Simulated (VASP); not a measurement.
Set up this calculation in VASP 6.6.1, as the native input.

```
Task                   : single point
Functional             : PBE
Potentials or basis    : VASP PAW PBE potentials, release 64 (Ga_d, P)
Cutoff                 : 520 eV
k mesh                 : 8 × 8 × 9
Occupations            : fermi-dirac, width 0.05 eV
Spin                   : no spin polarisation
Dipole correction      : no
Further INCAR settings : ALGO = Normal; EDIFF = 1e-06; NBANDS = 16
```

The structure of GaP lies in POSCAR:

```
GaP
1.0
    3.4795524552      0.0000000000      0.0000000000
    0.0000000000      3.4795524552      0.0000000000
    0.0000000000      0.0000000000      2.8211205409
Ga P
1 1
Direct
    0.0000000000      0.0000000000      0.0000000000
    0.5000000000      0.5000000000      0.5000000000
```

One way to write it, as run:

INCAR

```
  ALGO = Normal
  EDIFF = 1E-6
  ENCUT = 520
  GGA = PE
  ISIF = 2
  ISMEAR = -1
  LASPH = True
  LCHARG = True
  LELF = True
  LREAL = False
  LVHAR = True
  LWAVE = False
  NBANDS = 16
  NELM = 60
  PREC = Accurate
  SIGMA = 0.05
```

KPOINTS

```
k-points
0
Gamma
  8 8 9
```

Potentials or basis: VASP PAW PBE potentials, release 64 (Ga_d, P).

The run is started by

```sh
$ cat potpaw_PBE.64/Ga_d/POTCAR potpaw_PBE.64/P/POTCAR > POTCAR
$ mpirun -np 1 vasp_std > vasp.out
```

It gave:

| Quantity | Value |
| --- | --- |
| Pressure | -1.6 GPa |
| Band gap on the k mesh | zero (band 9 reaches 9.43 eV, above the bottom of band 10 at 4.62 eV) |

Run time: 28 s on 1 thread of Intel(R) Xeon(R) Platinum 8488C (Sapphire Rapids), on a shared host, peak memory 0.17 GiB.
